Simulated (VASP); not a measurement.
# NbTe (P-6m2) in VASP: a series of runs

NbTe is run at these levels: LDA; tasks: single point.

All numbers are computed with VASP 6.6.1; they aren't measurements. Logs are shortened: lines on timing, memory, paths and dates and some standing lists are left out, and cuts for length are marked.

### Step 1. The cell of the first run

It takes space group P-6m2 (No. 187, hexagonal). Conventional cell: a = 3.627 Å, b = 3.627 Å, c = 3.619 Å, α = 90.00°, β = 90.00°, γ = 120.00°. Within 3.6 Å of Te (site symmetry -6m2) lie 6 Nb at 2.77 Å. Within 3.6 Å of Nb (site symmetry -6m2) lie 6 Te at 2.77 Å.

### Step 2. Single point, LDA

INCAR

```
SYSTEM = NbTe
PREC = Accurate ; ENCUT = 520
EDIFF = 1E-6 ; ISMEAR = -1
SIGMA = 0.05 ; LREAL = .False.
LASPH = .True. ; NELM = 60
ALGO = Normal ; ISIF = 2
LWAVE = .False. ; LCHARG = .False.
NBANDS = 16
```

KPOINTS

```
Automatic mesh
0
Gamma
  8 8 7
  0 0 0
```

POSCAR

```
NbTe
1.0
    3.6273822700      0.0000000000      0.0000000000
   -1.8136911350      3.1414051951      0.0000000000
    0.0000000000      0.0000000000      3.6187977783
Te Nb
1 1
Direct
    0.6666666667      0.3333333333      0.0000000000
    0.0000000000      0.0000000000      0.5000000000
```

Potentials or basis: VASP PAW LDA potentials, release 64 (Te, Nb_sv).

The run is started by

```bash
> cat potpaw_LDA.64/Te/POTCAR potpaw_LDA.64/Nb_sv/POTCAR > POTCAR
> mpirun -np 1 vasp_std > vasp.out
```

OUTCAR:

```text
SYSTEM = NbTe
   PREC = Accurate
   ENCUT = 520
   EDIFF = 1E-6
   ISMEAR = -1
   LREAL = .False.
   LASPH = .True.
   NELM = 60
   ISIF = 2

 ion  position               nearest neighbor table
   1  0.667  0.333  0.000-   2 2.77   2 2.77   2 2.77   2 2.77   2 2.77   2 2.77
   2  0.000  0.000  0.500-   1 2.77   1 2.77   1 2.77   1 2.77   1 2.77   1 2.77

  LATTYP: Found a hexagonal cell.
 ALAT       =     3.6273822700
 C/A-ratio  =     0.9976334196

  Lattice vectors:

 A1 = (   3.6273822700,   0.0000000000,   0.0000000000)
 A2 = (  -1.8136911350,   3.1414051951,   0.0000000000)
 A3 = (   0.0000000000,   0.0000000000,   3.6187977783)

Analysis of symmetry for initial positions (statically):
=====================================================================
 Subroutine PRICEL returns:
 Original cell was already a primitive cell.

 Routine SETGRP: Setting up the symmetry group for a
 hexagonal supercell.

 Subroutine GETGRP returns: Found 12 space group operations
 (whereof 12 operations were pure point group operations)
 out of a pool of 24 trial point group operations.

The static configuration has the point symmetry D_3h.

Analysis of symmetry for dynamics (positions and initial velocities):
=====================================================================
 Subroutine PRICEL returns:
 Original cell was already a primitive cell.

 Routine SETGRP: Setting up the symmetry group for a
 hexagonal supercell.

 Subroutine GETGRP returns: Found 12 space group operations
 (whereof 12 operations were pure point group operations)
 out of a pool of 24 trial point group operations.

The dynamic configuration has the point symmetry D_3h.

 Subroutine INISYM returns: Found 12 space group operations
 (whereof 12 operations are pure point group operations),
 and found     1 'primitive' translations

----------------------------------------------------------------------------------------

                                     Primitive cell

  volume of cell :      41.2365

  direct lattice vectors                    reciprocal lattice vectors
     3.627382270  0.000000000  0.000000000     0.275680898  0.159164440  0.000000000
    -1.813691135  3.141405195  0.000000000     0.000000000  0.318328881  0.000000000
     0.000000000  0.000000000  3.618797778     0.000000000  0.000000000  0.276334866

  length of vectors
     3.627382270  3.627382270  3.618797778     0.318328881  0.318328881  0.276334866

  position of ions in fractional coordinates (direct lattice)
     0.666666667  0.333333333  0.000000000
     0.000000000  0.000000000  0.500000000

  ion indices of the primitive-cell ions
   primitive index   ion index
                 1           1
                 2           2

----------------------------------------------------------------------------------------

 KPOINTS: Automatic mesh

Automatic generation of k-mesh.
 Grid dimensions read from file:
 generate k-points for:    8    8    7

 Generating k-lattice:

  Cartesian coordinates                     Fractional coordinates (reciprocal lattice)
     0.034460112  0.019895555  0.000000000     0.125000000  0.000000000  0.000000000
     0.000000000  0.039791110  0.000000000     0.000000000  0.125000000  0.000000000
     0.000000000  0.000000000  0.039476409     0.000000000  0.000000000  0.142857143

  Length of vectors
     0.039791110  0.039791110  0.039476409

  Shift w.r.t. Gamma in fractional coordinates (k-lattice)
     0.000000000  0.000000000  0.000000000

 Subroutine IBZKPT returns following result:
 ===========================================

 Found     40 irreducible k-points:

 Following reciprocal coordinates:
            Coordinates               Weight
  0.000000  0.000000  0.000000      1.000000
  0.125000  0.000000  0.000000      6.000000
  0.250000  0.000000  0.000000      6.000000
  0.375000  0.000000  0.000000      6.000000
  0.500000  0.000000  0.000000      3.000000
  0.125000  0.125000  0.000000      6.000000
[... 16 lines left out ...]
  0.250000  0.000000  0.285714     12.000000
  0.375000  0.000000  0.285714     12.000000
 [... further k-points ...]
   k-points           NKPTS =     40   k-points in BZ     NKDIM =     40   number of bands    NBANDS=     16
   number of dos      NEDOS =    301   number of ions     NIONS =      2
   total plane-waves  NPLWV =  21952
   dimension x,y,z NGX =    28 NGY =   28 NGZ =   28
   dimension x,y,z NGXF=    56 NGYF=   56 NGZF=   56
   ions per type =               1   1
   NGX,Y,Z   is equivalent  to a cutoff of  12.83, 12.83, 12.86 a.u.
   NGXF,Y,Z  is equivalent  to a cutoff of  25.67, 25.67, 25.73 a.u.
 SYSTEM =  NbTe
   PREC   = accura    normal or accurate (medium, high low for compatibility)
   ISTART =      0    job   : 0-new  1-cont  2-samecut
   ICHARG =      2    charge: 1-file 2-atom 10-const
   ISPIN  =      1    spin polarized calculation?
   LNONCOLLINEAR =      F non collinear calculations
   LSORBIT =      F    spin-orbit coupling
   LASPH  =      T    aspherical Exc in radial PAW
   ENCUT  =  520.0 eV  38.22 Ry    6.18 a.u.   6.74  6.74  6.73*2*pi/ulx,y,z
   NELM   =     60;   NELMIN=  2; NELMDL= -5     # of ELM steps
   EDIFF  = 0.1E-05   stopping-criterion for ELM
   LREAL  =      F    real-space projection
   EDIFFG = 0.1E-04   stopping-criterion for IOM
   NSW    =      0    number of steps for IOM
   IBRION =     -1    ionic relax: 0-MD 1-quasi-New 2-CG
   NFREE  =      0    steps in history (QN), initial steepest desc. (CG)
   ISIF   =      2    stress and relaxation
   ISYM   =      2    0-nonsym 1-usesym 2-fastsym
   POTIM  = 0.5000    time-step for ionic-motion
   TEBEG  =    0.0;   TEEND  =   0.0 temperature during run
   PSTRESS=    0.0 pullay stress
   NELECT =      19.0000    total number of electrons
   NUPDOWN=      -1.0000    fix difference up-down
   EMIN   =  10.00;   EMAX   =-10.00  energy-range for DOS
   EFERMI =   0.00;   METHOD = LEGACY
   ISMEAR =    -1;   SIGMA  =   0.05  broadening in eV -4-tet -1-fermi 0-gaus
   EFERMI_NEDOS =   21; number of points for ismear=-14 and -15
   IALGO  =     38    algorithm
   IMIX   =      4    mixing-type and parameters
     AMIX     =   0.40;   BMIX     =  1.00
     AMIX_MAG =   1.60;   BMIX_MAG =  1.00
  volume/ion in A,a.u.               =      20.62       139.14
  Fermi-wavevector in a.u.,A,eV,Ry     =   1.264442  2.389448 21.753171  1.598813
  Thomas-Fermi vector in A             =   2.397747
   LORBIT       =      0    0 simple, 1 ext, 2 COOP (PROOUT), +10 PAW based schemes
   GGA     = CA    functional components
   LHFCALC =     F    Hartree Fock is set to
   AEXX    =    0.0000 exact exchange contribution
   IVDW    =     0    specifies the selected vdW correction
   LEPSILON=     F    determine dielectric tensor
   LRPA    =     F    only Hartree local field effects (RPA)
 non-spin polarized calculation
  energy-cutoff  :      520.00
  volume of cell :       41.24
 maximum number of plane-waves:      1124
 NGX is ok and might be reduce to    28
   NGX = 13   NGY = 13   NGZ = 13

 number of electron      19.0000001 magnetization

 Free energy of the ion-electron system (eV)
  ---------------------------------------------------
  ext. energy  EPLUGINS =         0.00000000
  ---------------------------------------------------
  free energy    TOTEN  =       -15.52497785 eV

  energy without entropy =      -15.51462972  energy(sigma->0) =      -15.51980378

 E-fermi :  11.8137     XC(G=0): -11.7459

 val. band max:       11.7639746473   @ k =   0.2500   0.0000   0.0000
 cond. band min:      11.8306754820   @ k =   0.1250   0.0000   0.2857
 fundamental gap:      0.0667008347
 Fermi energy:        11.8137334503

 k-point     1 :       0.0000    0.0000    0.0000
  band No.  band energies     occupation
      1     -43.3818      2.00000
      2     -19.7720      2.00000
      3     -19.5561      2.00000
      4     -19.5561      2.00000
      5      -2.8472      2.00000
      6       8.4880      2.00000
[... 8 lines left out ...]
     15      17.8566      0.00000
     16      19.0497      0.00000

 k-point     2 :       0.1250    0.0000    0.0000
  band No.  band energies     occupation
      1     -43.3799      2.00000
      2     -19.7675      2.00000
      3     -19.5826      2.00000
      4     -19.5623      2.00000
      5      -2.6401      2.00000
      6       7.6561      2.00000
[... 8 lines left out ...]
     15      17.7746      0.00000
     16      19.8592      0.00000

 k-point     3 :       0.2500    0.0000    0.0000
  band No.  band energies     occupation
      1     -43.3754      2.00000
      2     -19.7566      2.00000
      3     -19.6461      2.00000
      4     -19.5771      2.00000
      5      -2.0757      2.00000
      6       6.2326      2.00000
[... 8 lines left out ...]
     15      18.9589      0.00000
     16      20.5060      0.00000

 k-point     4 :       0.3750    0.0000    0.0000
  band No.  band energies     occupation
      1     -43.3709      2.00000
      2     -19.7456      2.00000
      3     -19.7086      2.00000
      4     -19.5920      2.00000
      5      -1.3645      2.00000
      6       4.8802      2.00000
[... 8 lines left out ...]
     15      18.4865      0.00000
     16      20.8194      0.00000
[... 324 lines left out ...]
 k-point    22 :       0.1250    0.0000    0.2857
  band No.  band energies     occupation
      1     -43.3754      2.00000
      2     -19.8598      2.00000
      3     -19.5729      2.00000
      4     -19.5535      2.00000
      5      -1.8880      2.00000
      6       5.5940      2.00000
[... 8 lines left out ...]
     15      18.6310      0.00000
     16      20.1325      0.00000

 k-point    23 :       0.2500    0.0000    0.2857
  band No.  band energies     occupation
      1     -43.3709      2.00000
      2     -19.8441      2.00000
      3     -19.6325      2.00000
      4     -19.5668      2.00000
      5      -1.4915      2.00000
      6       5.8211      2.00000
[... 8 lines left out ...]
     15      18.9907      0.00000
     16      20.5584      0.00000

 k-point    24 :       0.3750    0.0000    0.2857
  band No.  band energies     occupation
      1     -43.3665      2.00000
      2     -19.8282      2.00000
      3     -19.6914      2.00000
      4     -19.5801      2.00000
      5      -1.0148      2.00000
      6       5.2743      2.00000
[... 8 lines left out ...]
     15      18.4334      0.00000
     16      20.8027      0.00000

 [... further k-points ...]
[... 5 lines left out ...]
  --------------------------------------------------------------------------------------
  -------------------------------------------------------------------------------------
  Total       -0.0846961     -0.0846961      0.2995691      0.0000000      0.0000000      0.0000000
  in kB       -3.2907324     -3.2907324     11.6392786      0.0000000      0.0000000      0.0000000
  external PRESSURE =       1.6859379 kB  Pullay stress =       0.0000000 kB

 VOLUME and BASIS-vectors are now :
 -----------------------------------------------------------------------------
  energy-cutoff  :      520.00
  volume of cell :       41.24
      direct lattice vectors                 reciprocal lattice vectors
     3.627382270  0.000000000  0.000000000     0.275680898  0.159164440  0.000000000
    -1.813691135  3.141405195  0.000000000     0.000000000  0.318328881  0.000000000
     0.000000000  0.000000000  3.618797778     0.000000000  0.000000000  0.276334866

 POSITION                                       TOTAL-FORCE (eV/Angst)
 -----------------------------------------------------------------------------------
      1.81369      1.04714      0.00000        -0.000000      0.000000      0.000000
      0.00000      0.00000      1.80940         0.000000     -0.000000      0.000000
 -----------------------------------------------------------------------------------
    total drift:                               -0.000000      0.000000      0.000000

  FREE ENERGIE OF THE ION-ELECTRON SYSTEM (eV)
  ---------------------------------------------------
  free  energy   TOTEN  =       -15.5249778522 eV

  energy  without entropy=      -15.5146297150  energy(sigma->0) =      -15.51980378
```

Wall time 14 s (1 thread of AMD EPYC 9R45 (Zen 5), shared host); peak memory 0.13 GiB.

Results:

```
Free energy : -15.5250 eV
Pressure    : 0.2 GPa
```

Caveat: spin-orbit coupling is left out, which moves the levels of the heavy elements.

### Step 3. Single point, LDA

This run uses another cell than the first one, of 21.06 Å³/atom, 1.021 times its volume.

INCAR

```
SYSTEM = NbTe
ALGO = Normal
EDIFF = 1E-6
ENCUT = 520
ISIF = 2
ISMEAR = -1
LASPH = .True.
LCHARG = .False.
LREAL = .False.
LWAVE = .False.
NBANDS = 16
NELM = 60
PREC = Accurate
SIGMA = 0.05
```

KPOINTS

```
k-points
0
Gamma
  8 8 7
  0 0 0
```

POSCAR

```
NbTe
1.0
    3.6529280573      0.0000000000      0.0000000000
   -1.8264640286      3.1635284958      0.0000000000
    0.0000000000      0.0000000000      3.6442831093
Te Nb
1 1
Direct
    0.6666666667      0.3333333333      0.0000000000
    0.0000000000      0.0000000000      0.5000000000
```

Potentials or basis: VASP PAW LDA potentials, release 64 (Te, Nb_sv).

The run is started by

```bash
> cat potpaw_LDA.64/Te/POTCAR potpaw_LDA.64/Nb_sv/POTCAR > POTCAR
> mpirun -np 1 vasp_std > vasp.out
```

It took 14 s on 1 thread of AMD EPYC 9R45 (Zen 5), shared host; peak memory 0.13 GiB.

The run converged. Its results:

```yaml
Free_energy: -15.5182 eV
Pressure: -2.7 GPa
```

Stress tensor (GPa, compression positive):
```
-2.93  0.00  0.00
 0.00 -2.93  0.00
 0.00  0.00 -2.27
```

Levels at points of the mesh, in eV from the Fermi level:
```
           k point  band 8  band 9  band 10  band 11  band 12  band 13
(0.00, 0.00, 0.00)   -3.18   -2.33     0.13     0.13     2.59     2.59
(0.50, 0.00, 0.00)   -2.81   -2.62    -0.21     1.27     1.57     3.18
```

Caveat: spin-orbit coupling is left out, which moves the levels of the heavy elements.
